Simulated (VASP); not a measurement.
# CaO: single point with LDA

Crystal: CaO.

```
Ca O
1.0
     0.00000    2.35373    2.35373
     2.35373    0.00000    2.35373
     2.35373    2.35373    0.00000
Ca O
1 1
Cartesian
  0.0000 0.0000 0.0000
  2.3537 2.3537 2.3537
```

```json
{
 "Program": "VASP 6.6.1",
 "Task": "single point",
 "Functional": "LDA",
 "Potentials or basis": "VASP PAW LDA potentials, release 64 (Ca_sv, O)",
 "Cutoff": "520 eV",
 "k mesh": "8 × 8 × 8",
 "Occupations": "gaussian, width 0.02 eV",
 "Spin": "no spin polarisation",
 "Dipole correction": "no",
 "Further INCAR settings": "ALGO = Normal; EDIFF = 1e-07; NBANDS = 15"
}
```

| Item | Value |
| --- | --- |
| Pressure | 1.0 GPa |
| Band gap on the k mesh | 3.42 eV (least direct gap 3.78 eV) |

Levels at points of the mesh, in eV from the valence-band top:
| k point | band 5 | band 6 | band 7 | band 8 | band 9 | band 10 | band 11 | band 12 |
| --- | --- | --- | --- | --- | --- | --- | --- | --- |
| (0.00, 0.00, 0.00) | -15.33 | 0.00 | 0.00 | 0.00 | 5.08 | 6.25 | 6.25 | 6.25 |
| (0.50, 0.00, 0.00) | -13.79 | -2.86 | -1.36 | -1.36 | 7.24 | 8.64 | 8.64 | 8.79 |
| (0.50, 0.50, 0.00) | -15.09 | -1.27 | -0.36 | -0.36 | 3.42 | 8.49 | 9.23 | 9.96 |

Wall time 27 s on 1 thread of AMD EPYC 7R13, with other jobs on the host, peak memory 0.12 GiB.

A k mesh can miss the band edges. Expect the measured gap to be larger: semilocal functionals such as LDA lack the derivative discontinuity.
